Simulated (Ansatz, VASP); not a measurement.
# SnPb3S4 in VASP and in Ansatz

INCAR

```
ALGO = Normal ; EDIFF = 1E-6
ENCUT = 520 ; GGA = PE
ISIF = 2 ; ISMEAR = 0
LASPH = T ; LCHARG = F
LREAL = F ; LWAVE = F
NBANDS = 50 ; NELM = 60
PREC = Accurate ; SIGMA = 0.1
```

KPOINTS

```
k-points
0
Gamma
  4 4 4
```

The input POSCAR:

```
SnPb3S4
1.0
   -2.9864408000      2.9864408000      5.9720615000
    2.9864408000     -2.9864408000      5.9720615000
    2.9864408000      2.9864408000     -5.9720615000
Sn Pb S
1 3 4
Direct
    0.5000000000      0.5000000000      0.0000000000
    0.7500000000      0.2500000000      0.5000000000
    0.2500000000      0.7500000000      0.5000000000
    0.0000000000      0.0000000000      0.0000000000
    0.0000000000      0.5000000000      0.5000000000
    0.7458940000      0.7458940000      0.0000000000
    0.5000000000      0.0000000000      0.5000000000
    0.2541060000      0.2541060000      0.0000000000
```

Input for Ansatz:

```yaml
crystal:
  lattice:
    - [-2.9864408, 2.9864408, 5.9720615]
    - [2.9864408, -2.9864408, 5.9720615]
    - [2.9864408, 2.9864408, -5.9720615]
  atoms:
    - { symbol: Sn, position: [0.5, 0.5, 0.0] }
    - { symbol: Pb, position: [0.75, 0.25, 0.5] }
    - { symbol: Pb, position: [0.25, 0.75, 0.5] }
    - { symbol: Pb, position: [0.0, 0.0, 0.0] }
    - { symbol: S, position: [0.0, 0.5, 0.5] }
    - { symbol: S, position: [0.745894, 0.745894, 0.0] }
    - { symbol: S, position: [0.5, 0.0, 0.5] }
    - { symbol: S, position: [0.254106, 0.254106, 0.0] }
basis:
  ecutwfc: 420
kpoints:
  mp_grid: { grid: [4, 4, 4] }
hamiltonian:
  xc: pbe
scf:
  occupations: { method: gaussian, width: 0.1 }
  lower_state_search: "off"
output:
  forces: true
  stress: true
  eigenvalues: true
```

Alike in both runs: task single point; functional PBE; k mesh 4 × 4 × 4; occupations gaussian, width 0.1 eV; no spin polarisation.

```csv
,VASP,Ansatz
version,VASP 6.6.1,Ansatz 0.2.0
potentials or method,"VASP PAW PBE potentials, release 64 (Sn_d, Pb_d, S), cutoff 520 eV","scalar-relativistic, plane waves, PAW"
valence electrons in the cell,80,80
```

```tsv
	VASP	Ansatz	Ansatz less VASP
gap on the k mesh at the Fermi level (eV)	none	none	-
pressure (GPa)	-0.1	0.0	+0.07
traceless stress, the component that is largest in VASP (GPa)	-0.32	-0.32	-0.002
rms of the force components (eV/Å)	0.007	0.007	+0.0003
```

Atom by atom the forces differ by 0.000 eV/Å (rms over components). A gap of «none» marks a metal or a gap that the smearing closes. With one functional, cell and mesh, what is left measures potentials, basis and numerics.

The k mesh is coarse, so the values compare programs but aren't converged. Neither program's run includes spin-orbit coupling.
